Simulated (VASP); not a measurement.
Here is a VASP 6.6.1 calculation.

Contents of INCAR:

```
ALGO     = Normal         # electronic algorithm
EDIFF    = 1E-7           # SCF threshold, eV
ENCUT    = 520            # plane-wave cutoff, eV
GGA      = PE             # functional
ISIF     = 2              # what is computed and relaxed
ISMEAR   = -1             # smearing method
LASPH    = True           # aspherical terms in the spheres
LCHARG   = False          # write CHGCAR
LREAL    = False          # projectors in reciprocal space
LWAVE    = False          # write WAVECAR
NBANDS   = 15             # bands
NELM     = 80             # most SCF steps
PREC     = Accurate       # precision mode
SIGMA    = 0.03           # smearing width, eV
```

The input KPOINTS:

```
k-points
0
Gamma
  16 16 16
```

File POSCAR:

```
TiC
1.0
    0.0216400000      2.1748200000      2.1748200000
    2.1748200000      0.0216400000      2.1748200000
    2.1748200000      2.1748200000      0.0216400000
Ti C
1 1
Direct
    0.0000000000      0.0000000000      0.0000000000
    0.5000000000      0.5000000000      0.5000000000
```

Potentials or basis: VASP PAW PBE potentials, release 64 (Ti_sv, C).

Launch:

```bash
$ cat potpaw_PBE.64/Ti_sv/POTCAR potpaw_PBE.64/C/POTCAR > POTCAR
$ mpirun -np 1 vasp_std > vasp.out
```

What does it give for the band gap on the k mesh?

Zero (band 8 reaches 10.18 eV, above the bottom of band 9 at 9.09 eV).

What does it give for the pressure?

1.1 GPa.

Stress tensor (GPa, compression positive):
```
 1.10 -1.62 -1.62
-1.62  1.10 -1.62
-1.62 -1.62  1.10
```

Caveat: the cell differs from its parent crystal (equal xy, yz and zx shear strains of +1 %).
